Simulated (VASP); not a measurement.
# Zr (P6_3/mmc) in VASP: a series of runs, part 2 of 2

VASP 6.6.1. Earlier steps stand in the parts before.

## Step 4: Single point, r2SCAN

This run uses another cell than the first one, of 23.50 Å³/atom.

File POSCAR:

```
Zr
1.0
    3.2466439786      0.0000000000      0.0000000000
   -1.6233219893      2.8116761625      0.0000000000
    0.0000000000      0.0000000000      5.1496488093
Zr
2
Direct
    0.3333333333      0.6666666667      0.2500000000
    0.6666666667      0.3333333333      0.7500000000
```

File INCAR.step1:

```
PREC = Accurate
ENCUT = 520
ISMEAR = -1
SIGMA = 0.02
LREAL = False
LASPH = True
NELM = 100
NBANDS = 19
GGA = PE
ALGO = Normal
EDIFF = 1E-4
LWAVE = True
LCHARG = False
```

File INCAR.step2:

```
PREC = Accurate
ENCUT = 520
EDIFF = 1E-6
ISMEAR = -1
SIGMA = 0.02
LREAL = False
LASPH = True
NELM = 100
ALGO = Normal
ISIF = 2
LWAVE = False
LCHARG = False
METAGGA = R2SCAN
LMIXTAU = True
NBANDS = 19
ISTART = 1
```

File KPOINTS:

```
Automatic mesh
0
Gamma
  12 12 4
```

Potentials or basis: VASP PAW PBE potentials, release 64 (Zr_sv).

Launch:

```bash
> cat potpaw_PBE.64/Zr_sv/POTCAR > POTCAR
> cp INCAR.step1 INCAR
> mpirun -np 1 vasp_std > vasp.out
> cp INCAR.step2 INCAR
> mpirun -np 1 vasp_std > vasp.out
```

OUTCAR:

```text
PREC = Accurate
   ENCUT = 520
   EDIFF = 1E-6
   ISMEAR = -1
   LREAL = False
   LASPH = True
   NELM = 100
   ISIF = 2
   METAGGA = R2SCAN
   ISTART = 1

 ion  position               nearest neighbor table
   1  0.333  0.667  0.250-   2 3.18   2 3.18   2 3.18   2 3.18   2 3.18   2 3.18
   2  0.667  0.333  0.750-   1 3.18   1 3.18   1 3.18   1 3.18   1 3.18   1 3.18

  LATTYP: Found a hexagonal cell.
 ALAT       =     3.2466439786
 C/A-ratio  =     1.5861452143

  Lattice vectors:

 A1 = (   3.2466439786,   0.0000000000,   0.0000000000)
 A2 = (  -1.6233219893,   2.8116761625,   0.0000000000)
 A3 = (   0.0000000000,   0.0000000000,   5.1496488093)

Analysis of symmetry for initial positions (statically):
=====================================================================
 Subroutine PRICEL returns:
 Original cell was already a primitive cell.

 Routine SETGRP: Setting up the symmetry group for a
 hexagonal supercell.

 Subroutine GETGRP returns: Found 24 space group operations
[... 161 lines left out ...]
  ---------------------------------------------------
  free energy    TOTEN  =       -45.50747774 eV

  energy without entropy =      -45.50490665  energy(sigma->0) =      -45.50619219

 E-fermi :   8.9934     XC(G=0): -11.9027

 val. band max:        8.9709731177   @ k =   0.0000   0.0000   0.5000
 cond. band min:       9.0158683985   @ k =   0.3333   0.3333   0.2500
 fundamental gap:      0.0448952808
 Fermi energy:         8.9934393275

 k-point     1 :       0.0000    0.0000    0.0000
  band No.  band energies     occupation
      1     -41.6435      2.00000
      2     -41.4807      2.00000
      3     -19.4892      2.00000
      4     -18.5964      2.00000
      5     -18.5964      2.00000
      6     -18.4538      2.00000
[... 505 lines left out ...]
      6     -18.7251      2.00000
[... 11 lines left out ...]
     18      12.8821      0.00000
     19      14.0650      0.00000

 [... further k-points ...]

------------------------ aborting loop because EDIFF is reached ----------------------------------------

  FORCE on cell =-STRESS in cart. coord.  units (eV):
  Direction    XX          YY          ZZ          XY          YZ          ZX
  --------------------------------------------------------------------------------------
  -------------------------------------------------------------------------------------
  Total        0.0001827      0.0001827     -0.0025570     -0.0000000      0.0000000      0.0000000
  in kB        0.0062266      0.0062266     -0.0871505     -0.0000000      0.0000000      0.0000000
  external PRESSURE =      -0.0248991 kB  Pullay stress =       0.0000000 kB

 VOLUME and BASIS-vectors are now :
 -----------------------------------------------------------------------------
  energy-cutoff  :      520.00
  volume of cell :       47.01
      direct lattice vectors                 reciprocal lattice vectors
     3.246643979  0.000000000  0.000000000     0.308010366  0.177829868  0.000000000
    -1.623321989  2.811676162  0.000000000     0.000000000  0.355659735  0.000000000
     0.000000000  0.000000000  5.149648809     0.000000000  0.000000000  0.194187999

 POSITION                                       TOTAL-FORCE (eV/Angst)
 -----------------------------------------------------------------------------------
     -0.00000      1.87445      1.28741        -0.000000      0.000000      0.000000
      1.62332      0.93723      3.86224         0.000000      0.000000      0.000000
 -----------------------------------------------------------------------------------
    total drift:                               -0.000000      0.000000     -0.000000

  FREE ENERGIE OF THE ION-ELECTRON SYSTEM (eV)
  ---------------------------------------------------
  free  energy   TOTEN  =       -45.5074777364 eV

  energy  without entropy=      -45.5049066504  energy(sigma->0) =      -45.50619219
```

OUTCAR.step1:

```text
PREC = Accurate
   ENCUT = 520
   ISMEAR = -1
   LREAL = False
   LASPH = True
[... 751 lines left out ...]
     -0.00000      1.87445      1.28741         0.000000      0.000000      0.000000
      1.62332      0.93723      3.86224        -0.000000     -0.000000      0.000000
 -----------------------------------------------------------------------------------
    total drift:                               -0.000000      0.000000     -0.000000

  FREE ENERGIE OF THE ION-ELECTRON SYSTEM (eV)
  ---------------------------------------------------
  free  energy   TOTEN  =       -17.0428054973 eV

  energy  without entropy=      -17.0394010147  energy(sigma->0) =      -17.04110326
```

Run time: 68 s. Hardware: 1 thread of Intel Xeon 6975P-C (Granite Rapids), shared host; peak memory 0.18 GiB.

Results:

```
Free energy            : -45.5075 eV
Pressure               : 0.0 GPa
Band gap on the k mesh : zero (bands 12 and 13 overlap by 1.12 eV)
```

Caveat: the PAW data sets were made with another functional, which shifts forces and pressure a little.

## Step 5: Single point, r2SCAN

This run uses another cell than the first one, of 23.50 Å³/atom.

POSCAR is that of step 4.

File INCAR.step1:

```
SYSTEM = Zr
PREC = Accurate
ENCUT = 520
ISMEAR = -1
SIGMA = 0.02
LREAL = .False.
LASPH = .True.
NELM = 60
NBANDS = 19
GGA = PE
ALGO = Normal
EDIFF = 1E-4
LWAVE = .True.
LCHARG = .False.
```

File INCAR.step2:

```
SYSTEM = Zr
PREC = Accurate
ENCUT = 520
EDIFF = 1E-7
ISMEAR = -1
SIGMA = 0.02
LREAL = .False.
LASPH = .True.
NELM = 60
ALGO = Normal
ISIF = 2
LWAVE = .False.
LCHARG = .False.
METAGGA = R2SCAN
LMIXTAU = .True.
NBANDS = 19
ISTART = 1
```

File KPOINTS:

```
Automatic mesh
0
Gamma
  12 12 6
  0 0 0
```

Potentials or basis: VASP PAW PBE potentials, release 64 (Zr_sv).

Launch:

```bash
> cat potpaw_PBE.64/Zr_sv/POTCAR > POTCAR
> cp INCAR.step1 INCAR
> mpirun -np 1 vasp_std > vasp.out
> cp INCAR.step2 INCAR
> mpirun -np 1 vasp_std > vasp.out
```

OUTCAR:

```text
SYSTEM = Zr
   PREC = Accurate
   ENCUT = 520
   EDIFF = 1E-7
   ISMEAR = -1
   LREAL = .False.
   LASPH = .True.
   NELM = 60
   ISIF = 2
   METAGGA = R2SCAN
   ISTART = 1

 ion  position               nearest neighbor table
   1  0.333  0.667  0.250-   2 3.18   2 3.18   2 3.18   2 3.18   2 3.18   2 3.18
   2  0.667  0.333  0.750-   1 3.18   1 3.18   1 3.18   1 3.18   1 3.18   1 3.18

  LATTYP: Found a hexagonal cell.
 ALAT       =     3.2466439786
 C/A-ratio  =     1.5861452143

  Lattice vectors:

 A1 = (   3.2466439786,   0.0000000000,   0.0000000000)
 A2 = (  -1.6233219893,   2.8116761625,   0.0000000000)
 A3 = (   0.0000000000,   0.0000000000,   5.1496488093)

Analysis of symmetry for initial positions (statically):
=====================================================================
 Subroutine PRICEL returns:
 Original cell was already a primitive cell.

 Routine SETGRP: Setting up the symmetry group for a
 hexagonal supercell.

 Subroutine GETGRP returns: Found 24 space group operations
 (whereof 12 operations were pure point group operations)
 out of a pool of 24 trial point group operations.

The static configuration has the point symmetry D_3d.
 The point group associated with its full space group is D_6h.

Analysis of symmetry for dynamics (positions and initial velocities):
=====================================================================
 Subroutine PRICEL returns:
 Original cell was already a primitive cell.

 Routine SETGRP: Setting up the symmetry group for a
 hexagonal supercell.

 Subroutine GETGRP returns: Found 24 space group operations
 (whereof 12 operations were pure point group operations)
 out of a pool of 24 trial point group operations.

The dynamic configuration has the point symmetry D_3d.
 The point group associated with its full space group is D_6h.

 Subroutine INISYM returns: Found 24 space group operations
 (whereof 12 operations are pure point group operations),
 and found     1 'primitive' translations

----------------------------------------------------------------------------------------

                                     Primitive cell

  volume of cell :      47.0086

  direct lattice vectors                    reciprocal lattice vectors
     3.246643979  0.000000000  0.000000000     0.308010366  0.177829868  0.000000000
    -1.623321989  2.811676162  0.000000000     0.000000000  0.355659735  0.000000000
     0.000000000  0.000000000  5.149648809     0.000000000  0.000000000  0.194187999

  length of vectors
     3.246643979  3.246643979  5.149648809     0.355659735  0.355659735  0.194187999

  position of ions in fractional coordinates (direct lattice)
     0.333333333  0.666666667  0.250000000
     0.666666667  0.333333333  0.750000000

  ion indices of the primitive-cell ions
   primitive index   ion index
                 1           1
                 2           2

----------------------------------------------------------------------------------------

 KPOINTS: Automatic mesh

Automatic generation of k-mesh.
 Grid dimensions read from file:
 generate k-points for:   12   12    6

 Generating k-lattice:

  Cartesian coordinates                     Fractional coordinates (reciprocal lattice)
     0.025667530  0.014819156  0.000000000     0.083333333 -0.000000000  0.000000000
     0.000000000  0.029638311  0.000000000     0.000000000  0.083333333  0.000000000
     0.000000000  0.000000000  0.032364667     0.000000000  0.000000000  0.166666667

  Length of vectors
     0.029638311  0.029638311  0.032364667

  Shift w.r.t. Gamma in fractional coordinates (k-lattice)
     0.000000000  0.000000000  0.000000000

 Subroutine IBZKPT returns following result:
 ===========================================

 Found     76 irreducible k-points:

 Following reciprocal coordinates:
            Coordinates               Weight
  0.000000  0.000000  0.000000      1.000000
  0.083333  0.000000  0.000000      6.000000
  0.166667 -0.000000  0.000000      6.000000
  0.250000 -0.000000  0.000000      6.000000
  0.333333 -0.000000  0.000000      6.000000
  0.416667  0.000000  0.000000      6.000000
[... 16 lines left out ...]
  0.250000 -0.000000  0.166667     12.000000
  0.333333 -0.000000  0.166667     12.000000
 [... further k-points ...]
   k-points           NKPTS =     76   k-points in BZ     NKDIM =     76   number of bands    NBANDS=     19
   number of dos      NEDOS =    301   number of ions     NIONS =      2
   total plane-waves  NPLWV =  23040
   dimension x,y,z NGX =    24 NGY =   24 NGZ =   40
   dimension x,y,z NGXF=    48 NGYF=   48 NGZF=   80
   ions per type =               2
   NGX,Y,Z   is equivalent  to a cutoff of  12.29, 12.29, 12.91 a.u.
   NGXF,Y,Z  is equivalent  to a cutoff of  24.58, 24.58, 25.83 a.u.
 SYSTEM =  Zr
   PREC   = accura    normal or accurate (medium, high low for compatibility)
   ISTART =      1    job   : 0-new  1-cont  2-samecut
   ICHARG =      0    charge: 1-file 2-atom 10-const
   ISPIN  =      1    spin polarized calculation?
   LNONCOLLINEAR =      F non collinear calculations
   LSORBIT =      F    spin-orbit coupling
   LASPH  =      T    aspherical Exc in radial PAW
   ENCUT  =  520.0 eV  38.22 Ry    6.18 a.u.   6.04  6.04  9.57*2*pi/ulx,y,z
   NELM   =     60;   NELMIN=  2; NELMDL=  0     # of ELM steps
   EDIFF  = 0.1E-06   stopping-criterion for ELM
   LREAL  =      F    real-space projection
   EDIFFG = 0.1E-05   stopping-criterion for IOM
   NSW    =      0    number of steps for IOM
   IBRION =     -1    ionic relax: 0-MD 1-quasi-New 2-CG
   NFREE  =      0    steps in history (QN), initial steepest desc. (CG)
   ISIF   =      2    stress and relaxation
   ISYM   =      2    0-nonsym 1-usesym 2-fastsym
   POTIM  = 0.5000    time-step for ionic-motion
   TEBEG  =    0.0;   TEEND  =   0.0 temperature during run
   PSTRESS=    0.0 pullay stress
   NELECT =      24.0000    total number of electrons
   NUPDOWN=      -1.0000    fix difference up-down
   EMIN   =  10.00;   EMAX   =-10.00  energy-range for DOS
   EFERMI =   0.00;   METHOD = LEGACY
   ISMEAR =    -1;   SIGMA  =   0.02  broadening in eV -4-tet -1-fermi 0-gaus
   EFERMI_NEDOS =   21; number of points for ismear=-14 and -15
   IALGO  =     38    algorithm
   IMIX   =      4    mixing-type and parameters
     AMIX     =   0.40;   BMIX     =  1.00
     AMIX_MAG =   1.60;   BMIX_MAG =  1.00
  volume/ion in A,a.u.               =      23.50       158.61
  Fermi-wavevector in a.u.,A,eV,Ry     =   1.308437  2.472587 23.293264  1.712007
  Thomas-Fermi vector in A             =   2.439104
   LORBIT       =      0    0 simple, 1 ext, 2 COOP (PROOUT), +10 PAW based schemes
   METAGGA = R2SCAN    functional components
   LHFCALC =     F    Hartree Fock is set to
   AEXX    =    0.0000 exact exchange contribution
   IVDW    =     0    specifies the selected vdW correction
   LEPSILON=     F    determine dielectric tensor
   LRPA    =     F    only Hartree local field effects (RPA)
 non-spin polarized calculation
  energy-cutoff  :      520.00
  volume of cell :       47.01
 maximum number of plane-waves:      1296
   NGX = 13   NGY = 13   NGZ = 19

 number of electron      24.0000000 magnetization

 Free energy of the ion-electron system (eV)
  ---------------------------------------------------
  ext. energy  EPLUGINS =         0.00000000
  ---------------------------------------------------
  free energy    TOTEN  =       -45.50204661 eV

  energy without entropy =      -45.50019155  energy(sigma->0) =      -45.50111908

 E-fermi :   8.9613     XC(G=0): -11.9022

 val. band max:        8.9244569046   @ k =   0.2500   0.2500   0.3333
 cond. band min:       8.9663599444   @ k =   0.0833   0.0833   0.0000
 fundamental gap:      0.0419030398
 Fermi energy:         8.9613050311

 k-point     1 :       0.0000    0.0000    0.0000
  band No.  band energies     occupation
      1     -41.6411      2.00000
      2     -41.4782      2.00000
      3     -19.4898      2.00000
      4     -18.5932      2.00000
      5     -18.5932      2.00000
      6     -18.4541      2.00000
[... 11 lines left out ...]
     18      11.2776      0.00000
     19      13.6016      0.00000
[... 485 lines left out ...]
 k-point    24 :       0.3333   -0.0000    0.1667
  band No.  band energies     occupation
      1     -41.5361      2.00000
      2     -41.4548      2.00000
      3     -19.2610      2.00000
      4     -19.0527      2.00000
      5     -18.9732      2.00000
      6     -18.7397      2.00000
[... 11 lines left out ...]
     18      12.8610      0.00000
     19      14.2404      0.00000

 [... further k-points ...]

------------------------ aborting loop because EDIFF is reached ----------------------------------------

  FORCE on cell =-STRESS in cart. coord.  units (eV):
  Direction    XX          YY          ZZ          XY          YZ          ZX
  --------------------------------------------------------------------------------------
  -------------------------------------------------------------------------------------
  Total       -0.0036503     -0.0036503      0.0143447      0.0000000     -0.0000000      0.0000000
  in kB       -0.1244127     -0.1244127      0.4889039      0.0000000     -0.0000000      0.0000000
  external PRESSURE =       0.0800262 kB  Pullay stress =       0.0000000 kB

 VOLUME and BASIS-vectors are now :
 -----------------------------------------------------------------------------
  energy-cutoff  :      520.00
  volume of cell :       47.01
      direct lattice vectors                 reciprocal lattice vectors
     3.246643979  0.000000000  0.000000000     0.308010366  0.177829868  0.000000000
    -1.623321989  2.811676162  0.000000000     0.000000000  0.355659735  0.000000000
     0.000000000  0.000000000  5.149648809     0.000000000  0.000000000  0.194187999

 POSITION                                       TOTAL-FORCE (eV/Angst)
 -----------------------------------------------------------------------------------
     -0.00000      1.87445      1.28741         0.000000      0.000000      0.000000
      1.62332      0.93723      3.86224        -0.000000      0.000000      0.000000
 -----------------------------------------------------------------------------------
    total drift:                               -0.000000      0.000000     -0.000000

  FREE ENERGIE OF THE ION-ELECTRON SYSTEM (eV)
  ---------------------------------------------------
  free  energy   TOTEN  =       -45.5020466079 eV

  energy  without entropy=      -45.5001915459  energy(sigma->0) =      -45.50111908
```

OSZICAR.step1:

```text
N       E                     dE             d eps       ncg     rms          rms(c)
DAV:   1     0.217663298603E+03    0.21766E+03   -0.13217E+04  2888   0.125E+03
DAV:   2    -0.153530212777E+01   -0.21920E+03   -0.21499E+03  3373   0.367E+02
DAV:   3    -0.173074582188E+02   -0.15772E+02   -0.15645E+02  5173   0.715E+01
DAV:   4    -0.177507856892E+02   -0.44333E+00   -0.44265E+00  3414   0.120E+01
DAV:   5    -0.177661007488E+02   -0.15315E-01   -0.15311E-01  4298   0.153E+00    0.141E+01
DAV:   6    -0.171555362132E+02    0.61056E+00   -0.95018E-01  3111   0.734E+00    0.550E+00
DAV:   7    -0.170337641851E+02    0.12177E+00   -0.60284E-01  3908   0.513E+00    0.112E+00
DAV:   8    -0.170399813827E+02   -0.62172E-02   -0.42973E-02  3815   0.148E+00    0.250E-01
DAV:   9    -0.170400959185E+02   -0.11454E-03   -0.14979E-03  3685   0.341E-01    0.356E-02
DAV:  10    -0.170400447686E+02    0.51150E-04   -0.29193E-05  1904   0.364E-02
   1 F= -.17040045E+02 E0= -.17038715E+02  d E =-.265862E-02
```

Wall time 1.9 min (1 thread of Intel Xeon 6975P-C (Granite Rapids), shared host); peak memory 0.2 GiB.

What came out:

```yaml
Free_energy: -45.5020 eV
Pressure: 0.0 GPa
Band_gap_on_the_k_mesh: zero (bands 12 and 13 overlap by 1.13 eV)
```

Caveat: the PAW data sets were made with another functional, which shifts forces and pressure a little.

## Step 6: The runs side by side

```tsv
level	cell	k mesh	gap on the mesh (eV)	pressure (GPa)
PBE	a = 3.239, b = 3.239, c = 5.157 Å, angles 90.0, 90.0, 120.0°, 2 atoms	12 × 12 × 4	none	0.0
PBE	a = 3.247, b = 3.247, c = 5.150 Å, angles 90.0, 90.0, 120.0°, 2 atoms	12 × 12 × 6	none	-0.3
r2SCAN	a = 3.247, b = 3.247, c = 5.150 Å, angles 90.0, 90.0, 120.0°, 2 atoms	12 × 12 × 4	none	0.0
r2SCAN	a = 3.247, b = 3.247, c = 5.150 Å, angles 90.0, 90.0, 120.0°, 2 atoms	12 × 12 × 6	none	0.0
```

Alike in all rows: task single point; potentials or basis VASP PAW PBE potentials, release 64 (Zr_sv); no spin polarisation; cutoff (eV) 520; smearing fermi-dirac 0.02 eV.

Caveats: the PAW data sets were made with another functional, which shifts forces and pressure a little (at least some runs).

Absolute energies hang on the potentials; compare differences alone.

The gap in the log of VASP goes by the Fermi energy; the results here count the filled bands.